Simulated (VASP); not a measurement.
ReS2: single point with LDA

The system is ReS2, a sheet with vacuum.

```
CELL_PARAMETERS angstrom
6.29915 -0.00807 0.00000
3.08618 5.60887 0.00000
0.00000 0.00000 23.00000
ATOMIC_POSITIONS crystal
Re 0.11556 0.23975 0.36677
Re 0.23811 0.61439 0.37147
Re 0.68898 0.21274 0.36864
Re 0.66471 0.64172 0.36947
Re 0.62866 0.18407 0.62983
Re 0.75121 0.55871 0.63453
Re 0.20206 0.15674 0.63184
Re 0.17779 0.58572 0.63267
S 0.86074 0.83146 0.31814
S 0.32154 0.86250 0.31080
S 0.03238 0.99101 0.42724
S 0.99160 0.53318 0.43661
S 0.49316 0.02271 0.41990
S 0.82176 0.36822 0.29374
S 0.53194 0.48749 0.44439
S 0.36127 0.32177 0.30150
S 0.37361 0.77575 0.58140
S 0.83439 0.80745 0.57406
S 0.54523 0.93596 0.69051
S 0.50550 0.47669 0.69980
S 0.00603 0.96700 0.68317
S 0.33483 0.31097 0.55691
S 0.04501 0.43025 0.70757
S 0.87517 0.26528 0.56469
```

```yaml
Program: VASP 6.6.1
Task: single point
Functional: LDA
Potentials_or_basis: VASP PAW LDA potentials, release 64 (Re, S)
Cutoff: 520 eV
k_mesh: 4 × 4 × 1
Occupations: gaussian, width 0.01 eV
Spin: no spin polarisation
```

- Largest force: 0.175 eV/Å
- Band gap on the k mesh: 1.31 eV

Forces in eV/Å, atoms in the order of the input:
```
Re   0.020 -0.022 -0.017
Re  -0.019  0.021  0.013
Re  -0.013 -0.040 -0.010
Re   0.015  0.044  0.007
Re   0.019 -0.021 -0.013
Re  -0.020  0.022  0.017
Re  -0.015 -0.044 -0.007
Re   0.013  0.040  0.010
S    0.007  0.010 -0.069
S   -0.005  0.048 -0.089
S    0.004 -0.042  0.098
S    0.003  0.034  0.138
S   -0.006 -0.007  0.076
S    0.003  0.000 -0.166
S   -0.005 -0.008  0.175
S   -0.002 -0.035 -0.128
S    0.006  0.007 -0.076
S   -0.004  0.042 -0.098
S    0.005 -0.048  0.089
S    0.002  0.035  0.128
S   -0.007 -0.010  0.069
S    0.005  0.008 -0.175
S   -0.003  0.000  0.166
S   -0.003 -0.034 -0.138
```

Levels at points of the mesh, in eV from the valence-band top:
```csv
k point,band 72,band 73,band 74,band 75,band 76,band 77,band 78,band 79,band 80,band 81
"(0.00, 0.00, 0.00)",-0.40,-0.38,-0.26,-0.17,0.00,1.31,1.47,1.95,2.03,2.10
"(0.50, 0.00, 0.00)",-0.65,-0.56,-0.48,-0.39,-0.39,1.67,1.68,1.91,1.97,1.98
"(0.00, 0.50, 0.00)",-0.60,-0.46,-0.36,-0.24,-0.17,1.63,1.72,1.86,1.91,2.00
"(0.50, 0.50, 0.00)",-0.56,-0.53,-0.43,-0.42,-0.36,1.62,1.64,1.82,1.89,1.91
```

Wall time 29 min on 1 thread of AMD EPYC 9R45 96-Core Processor (Zen 5), on a shared host, peak memory 0.86 GiB.

Caveat: spin-orbit coupling is left out, which moves the levels of the heavy elements.
